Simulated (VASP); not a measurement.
Input of a VASP 6.6.1 run:

Contents of INCAR:

```
PREC     = Accurate       # precision mode
ENCUT    = 520            # plane-wave cutoff, eV
EDIFF    = 1E-7           # SCF threshold, eV
ISMEAR   = -1             # smearing method
SIGMA    = 0.1            # smearing width, eV
LREAL    = F              # projectors in reciprocal space
LASPH    = T              # aspherical terms in the spheres
NELM     = 100            # most SCF steps
ALGO     = Normal         # electronic algorithm
ISIF     = 2              # what is computed and relaxed
LWAVE    = F              # write WAVECAR
LCHARG   = F              # write CHGCAR
GGA      = PE             # functional
NBANDS   = 21             # bands
```

KPOINTS

```
regular mesh
0
Gamma
  19 19 11
```

Contents of POSCAR:

```
Ge
1.0
    3.1459533399      0.0000000000      0.0000000000
   -1.5729766700      2.7244755115      0.0000000000
    0.0000000000      0.0000000000      4.8769745143
Ge
2
Direct
    0.3333333333      0.6666666667      0.2500000000
    0.6666666667      0.3333333333      0.7500000000
```

Potentials or basis: VASP PAW PBE potentials, release 64 (Ge_d).

Run with:

```console
$ cat potpaw_PBE.64/Ge_d/POTCAR > POTCAR
$ mpirun -np 1 vasp_std > vasp.out
```

Predict the pressure.

-4.0 GPa.

What does it give for the band gap on the k mesh?

Zero (bands 14 and 15 overlap by 8.26 eV).

Stress tensor (GPa, compression positive):
```
-4.78  0.00  0.00
 0.00 -4.78  0.00
 0.00  0.00 -2.32
```

Caveat: the cell stands under tension.
